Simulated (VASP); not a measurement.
Input of a VASP 6.6.1 run:

Contents of INCAR:

```
PREC = Accurate ; ENCUT = 520
EDIFF = 1E-6 ; ISMEAR = 0
SIGMA = 0.1 ; LREAL = False
LASPH = True ; NELM = 80
ALGO = Normal ; ISIF = 2
LWAVE = False ; LCHARG = False
LDIPOL = True ; IDIPOL = 3
DIPOL = 0.5 0.5 0.331 ; GGA = PE
NBANDS = 68
```

The input KPOINTS:

```
regular mesh
0
Gamma
  9 4 1
```

File POSCAR:

```
Ti9S
1.0
    2.8319727881      0.0000000000      0.0000000000
    0.0000000000      7.9316622551      0.0000000000
    0.0000000000      0.0000000000     19.9268841162
Ti S
9 1
Direct
    0.0000000000      0.5000000000      0.2007338416
    0.5000000000      0.1666666667      0.2007338416
    0.5000000000      0.8333333333      0.2007338416
    0.0000000000      0.0000000000      0.3122110455
    0.5000000000      0.6684928875      0.3108725352
    0.5000000000      0.3315071125      0.3108725352
    0.0000000000      0.5000000000      0.4177589340
    0.5000000000      0.1666364294      0.4228902054
    0.5000000000      0.8333635706      0.4228902054
    1.0000000000      0.1666364294      0.5133941135
```

Potentials or basis: VASP PAW PBE potentials, release 64 (Ti_sv, S).

The run is started by

```sh
$ cat potpaw_PBE.64/Ti_sv/POTCAR potpaw_PBE.64/S/POTCAR > POTCAR
$ mpirun -np 1 vasp_std > vasp.out
```

Question: Estimate the largest force.

Answer: 0.505 eV/Å.

Question: Predict the band gap on the k mesh.

Answer: Zero (bands 57 and 58 overlap by 0.22 eV).

Forces in eV/Å, atoms in the order of the input:
```
Ti   0.000 -0.014  0.191
Ti   0.000  0.025 -0.015
Ti   0.000 -0.022 -0.110
Ti   0.000 -0.210 -0.460
Ti   0.000 -0.127 -0.176
Ti   0.000  0.209 -0.123
Ti   0.000  0.088  0.061
Ti   0.000  0.059  0.223
Ti   0.000 -0.079  0.394
S    0.000  0.071  0.014
```
